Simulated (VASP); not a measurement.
Write the native input for VASP 6.6.1 that does the following.

| Property | Result |
| --- | --- |
| Task | electric field gradients |
| Functional | PBE |
| Potentials or basis | VASP PAW PBE potentials, release 64 (Na_pv, Y_sv, Zn, S, O) |
| Cutoff | 520 eV |
| k mesh | 3 × 3 × 3 |
| Occupations | fermi-dirac, width 0.02 eV |
| Spin | no spin polarisation |
| Dipole correction | no |
| Further INCAR settings | LREAL = Auto; ALGO = Normal; EDIFF = 1e-08; NBANDS = 144 |

The structure of NaYZnS3O12 lies in POSCAR:

```
NaYZnS3O12
1.0
    4.4770865476      2.5848471234      7.8820777367
   -4.4770865476      2.5848471234      7.8820777367
    0.0000000000     -5.1696942469      7.8820777367
Na Y Zn S O
2 2 2 6 24
Direct
    0.5056194800      0.5056194800      0.5056194800
    0.0056194800      0.0056194800      0.0056194800
    0.3520857000      0.3520857000      0.3520857000
    0.8520857000      0.8520857000      0.8520857000
    0.6513435800      0.6513435800      0.6513435800
    0.1513435800      0.1513435800      0.1513435800
    0.0387019900      0.4487119500      0.7594378900
    0.7594378900      0.0387019900      0.4487119500
    0.4487119500      0.7594378900      0.0387019900
    0.2594378900      0.9487119500      0.5387019900
    0.5387019900      0.2594378900      0.9487119500
    0.9487119500      0.5387019900      0.2594378900
    0.8843998800      0.4820240000      0.7268557600
    0.7268557600      0.8843998800      0.4820240000
    0.4820240000      0.7268557600      0.8843998800
    0.2268557600      0.9820240000      0.3843998800
    0.3843998800      0.2268557600      0.9820240000
    0.9820240000      0.3843998800      0.2268557600
    0.1052564300      0.5120551900      0.2838690000
    0.2838690000      0.1052564300      0.5120551900
    0.5120551900      0.2838690000      0.1052564300
    0.7838690000      0.0120551900      0.6052564300
    0.6052564300      0.7838690000      0.0120551900
    0.0120551900      0.6052564300      0.7838690000
    0.7813199100      0.5628460700      0.4209374500
    0.4209374500      0.7813199100      0.5628460700
    0.5628460700      0.4209374500      0.7813199100
    0.9209374500      0.0628460700      0.2813199100
    0.2813199100      0.9209374500      0.0628460700
    0.0628460700      0.2813199100      0.9209374500
    0.2099852100      0.4263305600      0.5982199300
    0.5982199300      0.2099852100      0.4263305600
    0.4263305600      0.5982199300      0.2099852100
    0.0982199300      0.9263305600      0.7099852100
    0.7099852100      0.0982199300      0.9263305600
    0.9263305600      0.7099852100      0.0982199300
```

These files were run (other wordings do the same):

INCAR

```
SYSTEM = NaYZnS3O12
PREC = Accurate
ENCUT = 520
EDIFF = 1E-8
ISMEAR = -1
SIGMA = 0.02
LREAL = Auto
LASPH = .True.
NELM = 100
ALGO = Normal
ISIF = 2
LWAVE = .False.
LCHARG = .False.
GGA = PE
LEFG = .True.
NBANDS = 144
```

KPOINTS

```
regular mesh
0
Gamma
  3 3 3
  0 0 0
```

Potentials or basis: VASP PAW PBE potentials, release 64 (Na_pv, Y_sv, Zn, S, O).

Launch:

```console
$ cat potpaw_PBE.64/Na_pv/POTCAR potpaw_PBE.64/Y_sv/POTCAR potpaw_PBE.64/Zn/POTCAR potpaw_PBE.64/S/POTCAR potpaw_PBE.64/O/POTCAR > POTCAR
$ mpirun -np 1 vasp_std > vasp.out
```

Results of the run:

```
Pressure                                : -0.7 GPa
Largest force                           : 0.357 eV/Å
Band gap on the k mesh                  : 4.13 eV
Largest electric field gradient by atom : Na -6.9; Y -2.9; Zn -1.2; S -11.8; O +151.4, +134.5, +145.9, +138.7 (each value once) V/Å²
```

Caveat: without QUAD_EFG the Cq values of the log hold for a quadrupole moment of 1 mb, not for the nuclei.

It took 27 min on 1 thread of Intel(R) Xeon(R) Platinum 8259CL CPU @ 2.50GHz (Skylake/Cascade Lake), with other jobs on the host, peak memory 0.92 GiB.
